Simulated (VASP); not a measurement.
# Ta (Im-3m) in VASP: a series of runs, part 2 of 2

VASP 6.6.1. Earlier steps stand in the parts before.

### 3 Relaxation of cell and atoms, LDA

This run uses another cell than the first one, of 18.13 Å³/atom, 1.053 times its volume.

Contents of INCAR:

```
PREC = Accurate
ENCUT = 600
EDIFF = 1E-6
ISMEAR = 0
SIGMA = 0.1
LREAL = F
LASPH = T
NELM = 100
ALGO = Fast
ISIF = 3
LWAVE = F
LCHARG = F
IBRION = 2
NSW = 80
EDIFFG = -0.005
```

Contents of KPOINTS:

```
Automatic mesh
0
Gamma
  24 24 24
```

Contents of POSCAR:

```
Ta
1.0
   -1.6550000000      1.6550000000      1.6550000000
    1.6550000000     -1.6550000000      1.6550000000
    1.6550000000      1.6550000000     -1.6550000000
Ta
1
Direct
    0.0000000000      0.0000000000      0.0000000000
```

Potentials or basis: VASP PAW LDA potentials, release 64 (Ta_pv).

The run is started by

```bash
cat potpaw_LDA.64/Ta_pv/POTCAR > POTCAR
mpirun -np 1 vasp_std > vasp.out
```

OUTCAR:

```text
PREC = Accurate
   ENCUT = 600
   EDIFF = 1E-6
   ISMEAR = 0
   LREAL = F
   LASPH = T
   NELM = 100
   ISIF = 3
   IBRION = 2
   NSW = 80
   EDIFFG = -0.005

 ion  position               nearest neighbor table
   1  0.000  0.000  0.000-

  LATTYP: Found a body centered cubic cell.
 ALAT       =     3.3100000000

  Lattice vectors:

 A1 = (  -1.6550000000,   1.6550000000,   1.6550000000)
 A2 = (   1.6550000000,  -1.6550000000,   1.6550000000)
 A3 = (   1.6550000000,   1.6550000000,  -1.6550000000)

Analysis of symmetry for initial positions (statically):
=====================================================================
 Subroutine PRICEL returns:
 Original cell was already a primitive cell.

 Routine SETGRP: Setting up the symmetry group for a
 body centered cubic supercell.

 Subroutine GETGRP returns: Found 48 space group operations
 (whereof 48 operations were pure point group operations)
 out of a pool of 48 trial point group operations.

The static configuration has the point symmetry O_h .

Analysis of symmetry for dynamics (positions and initial velocities):
=====================================================================
 Subroutine PRICEL returns:
 Original cell was already a primitive cell.

 Routine SETGRP: Setting up the symmetry group for a
 body centered cubic supercell.

 Subroutine GETGRP returns: Found 48 space group operations
 (whereof 48 operations were pure point group operations)
 out of a pool of 48 trial point group operations.

The dynamic configuration has the point symmetry O_h .

 Subroutine INISYM returns: Found 48 space group operations
 (whereof 48 operations are pure point group operations),
 and found     1 'primitive' translations

----------------------------------------------------------------------------------------

                                     Primitive cell

  volume of cell :      18.1323

  direct lattice vectors                    reciprocal lattice vectors
    -1.655000000  1.655000000  1.655000000     0.000000000  0.302114804  0.302114804
     1.655000000 -1.655000000  1.655000000     0.302114804  0.000000000  0.302114804
     1.655000000  1.655000000 -1.655000000     0.302114804  0.302114804  0.000000000

  length of vectors
     2.866544087  2.866544087  2.866544087     0.427254853  0.427254853  0.427254853

  position of ions in fractional coordinates (direct lattice)
     0.000000000  0.000000000  0.000000000

  ion indices of the primitive-cell ions
   primitive index   ion index
                 1           1

----------------------------------------------------------------------------------------

 KPOINTS: Automatic mesh

Automatic generation of k-mesh.
 Grid dimensions read from file:
 generate k-points for:   24   24   24

 Generating k-lattice:

  Cartesian coordinates                     Fractional coordinates (reciprocal lattice)
     0.000000000  0.012588117  0.012588117     0.041666667  0.000000000  0.000000000
     0.012588117  0.000000000  0.012588117     0.000000000  0.041666667  0.000000000
[... 41 lines left out ...]
   number of dos      NEDOS =    301   number of ions     NIONS =      1
   total plane-waves  NPLWV =  13824
   dimension x,y,z NGX =    24 NGY =   24 NGZ =   24
   dimension x,y,z NGXF=    48 NGYF=   48 NGZF=   48
   ions per type =               1
   NGX,Y,Z   is equivalent  to a cutoff of  13.92, 13.92, 13.92 a.u.
   NGXF,Y,Z  is equivalent  to a cutoff of  27.84, 27.84, 27.84 a.u.
 SYSTEM =  unknown system
   PREC   = accura    normal or accurate (medium, high low for compatibility)
   ISTART =      0    job   : 0-new  1-cont  2-samecut
   ICHARG =      2    charge: 1-file 2-atom 10-const
   ISPIN  =      1    spin polarized calculation?
   LNONCOLLINEAR =      F non collinear calculations
   LSORBIT =      F    spin-orbit coupling
   LASPH  =      T    aspherical Exc in radial PAW
   ENCUT  =  600.0 eV  44.10 Ry    6.64 a.u.   5.73  5.73  5.73*2*pi/ulx,y,z
   NELM   =    100;   NELMIN=  2; NELMDL= -5     # of ELM steps
   EDIFF  = 0.1E-05   stopping-criterion for ELM
   LREAL  =      F    real-space projection
   EDIFFG = -.5E-02   stopping-criterion for IOM
   NSW    =     80    number of steps for IOM
   IBRION =      2    ionic relax: 0-MD 1-quasi-New 2-CG
   NFREE  =      1    steps in history (QN), initial steepest desc. (CG)
   ISIF   =      3    stress and relaxation
   ISYM   =      2    0-nonsym 1-usesym 2-fastsym
   POTIM  = 0.5000    time-step for ionic-motion
   TEBEG  =    0.0;   TEEND  =   0.0 temperature during run
   PSTRESS=    0.0 pullay stress
   NELECT =      11.0000    total number of electrons
   NUPDOWN=      -1.0000    fix difference up-down
   EMIN   =  10.00;   EMAX   =-10.00  energy-range for DOS
   EFERMI =   0.00;   METHOD = LEGACY
   ISMEAR =     0;   SIGMA  =   0.10  broadening in eV -4-tet -1-fermi 0-gaus
   EFERMI_NEDOS =   21; number of points for ismear=-14 and -15
   IALGO  =     68    algorithm
   IMIX   =      4    mixing-type and parameters
     AMIX     =   0.40;   BMIX     =  1.00
     AMIX_MAG =   1.60;   BMIX_MAG =  1.00
  volume/ion in A,a.u.               =      18.13       122.36
  Fermi-wavevector in a.u.,A,eV,Ry     =   1.385865  2.618906 26.131663  1.920623
  Thomas-Fermi vector in A             =   2.510235
   LORBIT       =      0    0 simple, 1 ext, 2 COOP (PROOUT), +10 PAW based schemes
   GGA     = CA    functional components
   LHFCALC =     F    Hartree Fock is set to
   AEXX    =    0.0000 exact exchange contribution
   IVDW    =     0    specifies the selected vdW correction
   LEPSILON=     F    determine dielectric tensor
   LRPA    =     F    only Hartree local field effects (RPA)
 conjugate gradient relaxation of ions
 non-spin polarized calculation
 RMM-DIIS sequential band-by-band and
 Gauss-broadening in eV      SIGMA  =   0.10
  energy-cutoff  :      600.00
  volume of cell :       18.13
 maximum number of plane-waves:       622
   NGX = 11   NGY = 11   NGZ = 11

--------------------------------------- Ionic step        1  -------------------------------------------

 number of electron      11.0000001 magnetization

 Free energy of the ion-electron system (eV)
  ---------------------------------------------------
  ext. energy  EPLUGINS =         0.00000000
  ---------------------------------------------------
  free energy    TOTEN  =       -12.80531838 eV

  energy without entropy =      -12.79897835  energy(sigma->0) =      -12.80214837

------------------------ aborting loop because EDIFF is reached ----------------------------------------

  FORCE on cell =-STRESS in cart. coord.  units (eV):
  Direction    XX          YY          ZZ          XY          YZ          ZX
  --------------------------------------------------------------------------------------
  -------------------------------------------------------------------------------------
  Total       -1.0865977     -1.0865977     -1.0865977      0.0000000      0.0000000     -0.0000000
  in kB      -96.0119716    -96.0119716    -96.0119716      0.0000000      0.0000000     -0.0000000
  external PRESSURE =     -96.0119716 kB  Pullay stress =       0.0000000 kB
[... 92 lines left out ...]
--------------------------------------- Ionic step        4  -------------------------------------------

 number of electron      11.0000000 magnetization

 Free energy of the ion-electron system (eV)
  ---------------------------------------------------
  ext. energy  EPLUGINS =         0.00000000
  ---------------------------------------------------
  free energy    TOTEN  =       -12.83191866 eV

  energy without entropy =      -12.82633106  energy(sigma->0) =      -12.82912486

 E-fermi :   5.7327     XC(G=0): -13.0064

 val. band max:        5.7282017622   @ k =  -0.4167  -0.4167   0.0417
 cond. band min:       5.7425973785   @ k =   0.0833   0.0833   0.0417
 fundamental gap:      0.0143956163
 Fermi energy:         5.7326935686

 k-point     1 :       0.0000    0.0000    0.0000
  band No.  band energies     occupation
      1     -26.9918      2.00000
      2     -26.9918      2.00000
      3     -26.9918      2.00000
      4      -2.2497      2.00000
      5       6.4132      0.00000
      6       6.4132      0.00000
      7       6.4132      0.00000
      8       9.8206      0.00000
      9       9.8206      0.00000
[... 265 lines left out ...]
 k-point    24 :       0.4583    0.0417    0.0000
  band No.  band energies     occupation
      1     -28.3462      2.00000
      2     -27.4361      2.00000
      3     -27.0121      2.00000
      4       1.2497      2.00000
      5       4.0574      2.00000
      6       7.4970      0.00000
      7       9.7074      0.00000
      8      10.8503      0.00000
      9      13.9112      0.00000

 [... further k-points ...]
[... 5 lines left out ...]
  --------------------------------------------------------------------------------------
  -------------------------------------------------------------------------------------
  Total       -0.0002558     -0.0002558     -0.0002558     -0.0000000     -0.0000000     -0.0000000
  in kB       -0.0237152     -0.0237152     -0.0237152     -0.0000000     -0.0000000     -0.0000000
  external PRESSURE =      -0.0237152 kB  Pullay stress =       0.0000000 kB
[... 16 lines left out ...]
  FREE ENERGIE OF THE ION-ELECTRON SYSTEM (eV)
  ---------------------------------------------------
  free  energy   TOTEN  =       -12.8319186568 eV

  energy  without entropy=      -12.8263310589  energy(sigma->0) =      -12.82912486

 reached required accuracy - stopping structural energy minimisation
```

Run time: 87 s. Hardware: 1 thread of Intel Xeon Platinum 8488C (Sapphire Rapids), shared host; peak memory 0.22 GiB.

What came out:

```
Free energy                            : -12.8319 eV
Relaxed volume                         : 17.28 Å³/atom
Relaxed cell                           : a = 2.821 Å, b = 2.821 Å, c = 2.821 Å, α = 109.47°, β = 109.47°, γ = 109.47°
Space group after relaxing (to 0.05 Å) : Im-3m (No. 229)
Energy gained by relaxing              : 26.6 meV/atom
Ionic steps                            : 4
Pressure after relaxing                : 0.0 GPa
```

Step by step:
```
step  energy change (eV)  largest force (eV/Å)  pressure (GPa)  volume (Å³)
   1              0.0000                0.0000           -9.60        18.13
   2              0.1376                0.0000           30.90        15.43
   3             -0.0265                0.0000           -0.53        17.32
   4             -0.0266                0.0000            0.00        17.28
```

Final structure:
```xyz
1
Lattice="-1.6288 1.6288 1.6288 1.6288 -1.6288 1.6288 1.6288 1.6288 -1.6288" Properties=species:S:1:pos:R:3 pbc="T T T"
Ta    3.2576    0.0000    0.0000
```

Caveat: spin-orbit coupling is left out, which moves the levels of the heavy elements.
